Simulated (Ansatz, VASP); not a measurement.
**Mo in VASP and in Ansatz**

```
Mo
1.0
    -1.64289    1.64289    1.52554
     1.64289   -1.64289    1.52554
     1.64289    1.64289   -1.52554
Mo
1
Cartesian
  0.0000 0.0000 0.0000
```

Change from the starting cell: strain +0.050 along x and y, -0.025 along z, atoms carried along.

Alike in both runs: task single point; functional PBEsol; k mesh 26 × 26 × 26; occupations gaussian, width 0.15 eV; no spin polarisation.

```csv
,VASP,Ansatz
version,VASP 6.6.1,Ansatz 0.2.0
potentials or method,"VASP PAW PBE potentials, release 64 (Mo_sv), cutoff 520 eV","scalar-relativistic, plane waves, PAW"
valence electrons in the cell,14,14
```

```tsv
	VASP	Ansatz	Ansatz less VASP
gap on the k mesh at the Fermi level (eV)	none	none	-
pressure (GPa)	-16.2	-16.6	-0.40
traceless stress, the component that is largest in VASP (GPa)	13.34	13.34	0.000
```

VASP's potentials were made for PBE, not for PBEsol. A gap of «none» marks a metal or a gap that the smearing closes.
